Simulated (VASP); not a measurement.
WS2, 3 atoms in the cell. The structure is tetragonal, space group P4/mmm (No. 123). Conventional cell: a = 2.539 Å, b = 2.539 Å, c = 9.046 Å, α = 90.00°, β = 90.00°, γ = 90.00°. W (site symmetry 4/mmm) has 2 S at 2.40 Å and 4 W at 2.54 Å within 3.2 Å. S (site symmetry 4mm) has 1 W at 2.40 Å and 4 S at 2.54 Å within 3.2 Å.  This cell differs from its parent crystal: volume scaled by 0.94.

```yaml
Program: VASP 6.6.1
Task: single point
Functional: PBE
Potentials_or_basis: VASP PAW PBE potentials, release 64 (W_sv, S)
Cutoff: 520 eV
k_mesh: 10 × 10 × 3
Occupations: fermi-dirac, width 0.05 eV
Spin: no spin polarisation
Dipole_correction: no
Further_INCAR_settings: ALGO = Normal; EDIFF = 1e-07; NBANDS = 20
```

Potentials or basis: VASP PAW PBE potentials, release 64 (W_sv, S).

Launch:

```console
$ cat potpaw_PBE.64/W_sv/POTCAR potpaw_PBE.64/S/POTCAR > POTCAR
$ mpirun -np 1 vasp_std > vasp.out
```

Hardware: 1 thread of Intel(R) Xeon(R) Platinum 8375C CPU @ 2.90GHz (Ice Lake), with other jobs on the host.

Q: Estimate the wall time of this run.

A: Run time: 41 s on 1 thread of Intel(R) Xeon(R) Platinum 8375C CPU @ 2.90GHz (Ice Lake), on a shared host, peak memory 0.19 GiB. Counts: scf iterations 16, k points 42.
